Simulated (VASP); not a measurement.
Runs of VASP 6.6.1 on Ni2Ge. The structure is that of space group P6_3/mmc (No. 194), or close to it. The cells are those of the table. 

| cell | gap on the mesh (eV) | pressure (GPa) |
| --- | --- | --- |
| a = 3.978, b = 3.978, c = 5.037 Å, angles 90.0, 90.0, 120.0°, 6 atoms | none | 0.2 |
| a = 3.859, b = 3.859, c = 5.174 Å, angles 90.0, 90.0, 120.0°, 6 atoms | none | 9.9 |
| a = 3.903, b = 3.903, c = 4.902 Å, angles 90.0, 90.0, 120.0°, 6 atoms | none | (b) |
| a = 3.859, b = 3.859, c = 5.128 Å, angles 90.0, 90.0, 120.0°, 6 atoms | none | 11.6 |
| a = 3.845, b = 3.845, c = 4.804 Å, angles 90.0, 90.0, 120.0°, 6 atoms | none | 30.3 |
| a = 4.018, b = 4.018, c = 5.003 Å, angles 90.0, 90.0, 120.0°, 6 atoms | none | (a) |

Alike in all rows: task single point; level r2SCAN; potentials or basis VASP PAW PBE potentials, release 64 (Ni, Ge_d); no spin polarisation; k mesh 12 × 12 × 8; cutoff (eV) 520; smearing gaussian 0.1 eV.

Q: Estimate the missing entries.

A: (a) -2.6; (b) 15.2.

Caveats: the PAW data sets were made with another functional, which shifts forces and pressure a little.

A k mesh can miss the band edges, and the runs leave out spin-orbit coupling on Ge.

A gap of «none» marks levels without a gap at the run's occupations.
